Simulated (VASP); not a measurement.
Wanted: the native input for a VASP 6.6.1 run.

```yaml
Task: single point
Functional: PBE
Dispersion: D3(BJ)
Potentials_or_basis: VASP PAW PBE potentials, release 64 (Al, O)
Cutoff: 520 eV
k_mesh: 12 × 12 × 4
Occupations: gaussian, width 0.05 eV
Spin: no spin polarisation
Dipole_correction: no
Further_INCAR_settings: ALGO = Normal; EDIFF = 1e-06; NBANDS = 20
```

The structure of Al2O3 lies in POSCAR:

```
Al2O3
1.0
    2.9479799185      0.0000000000      0.0000000000
   -1.4739899593      2.5530254992      0.0000000000
    0.0000000000      0.0000000000      7.6952205002
Al O
2 3
Direct
    0.0000000000      0.0000000000      0.2752945179
    0.0000000000      0.0000000000      0.7247054821
    0.3333333333      0.6666666667      0.1953369158
    0.6666666667      0.3333333333      0.8046630842
    0.0000000000      0.0000000000      0.5000000000
```

This cell differs from its parent crystal: ratio of the length along z to the lengths across it x 1.05, volume and fractional coordinates fixed.

One way to write it, as run:

INCAR

```
  ALGO = Normal
  EDIFF = 1E-6
  ENCUT = 520
  GGA = PE
  ISIF = 2
  ISMEAR = 0
  IVDW = 12
  LASPH = T
  LCHARG = F
  LREAL = F
  LWAVE = F
  NBANDS = 20
  NELM = 100
  PREC = Accurate
  SIGMA = 0.05
```

KPOINTS

```
k-points
0
Gamma
  12 12 4
```

Potentials or basis: VASP PAW PBE potentials, release 64 (Al, O).

Command:

```bash
$ cat potpaw_PBE.64/Al/POTCAR potpaw_PBE.64/O/POTCAR > POTCAR
$ mpirun -np 1 vasp_std > vasp.out
```

Results of the run:

The pressure is -0.8 GPa and the largest force is 1.595 eV/Å. The band gap on the k mesh is 1.88 eV, direct and the dispersion energy per atom is -0.173 eV.

Caveat: forces of over 1 eV/Å act on the atoms, so gaps and moduli don't describe the material at rest.

Wall time 44 s on 1 thread of Intel(R) Xeon(R) 6975P-C (Granite Rapids), with other jobs on the host, peak memory 0.22 GiB.
